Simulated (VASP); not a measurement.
A run of VASP 6.6.1 is set up as follows.

Contents of INCAR:

```
ALGO = Normal
EDIFF = 1E-6
ENCUT = 500
GGA = PE
GGA_COMPAT = F
ISIF = 2
ISMEAR = 0
LASPH = T
LCHARG = F
LREAL = F
LWAVE = F
NBANDS = 11
NELM = 120
PREC = Accurate
SIGMA = 0.01
```

The input KPOINTS:

```
k-points
0
Gamma
  6 6 6
```

The input POSCAR:

```
AlP
1.0
    0.0000000000      2.7392571406      2.7392571406
    2.7392571406      0.0000000000      2.7392571406
    2.7392571406      2.7392571406      0.0000000000
Al P
1 1
Direct
    0.0000000000      0.0000000000      0.0000000000
    0.2500000000      0.2500000000      0.2500000000
```

Potentials or basis: VASP PAW PBE potentials, release 64 (Al, P).

Run with:

```sh
$ cat potpaw_PBE.64/Al/POTCAR potpaw_PBE.64/P/POTCAR > POTCAR
$ mpirun -np 1 vasp_std > vasp.out
```

**Question.** Predict the band gap on the k mesh.

**Answer.** 1.60 eV, indirect (least direct gap 3.22 eV).

**Question.** Predict the pressure.

**Answer.** 1.3 GPa.

A k mesh can miss the band edges.
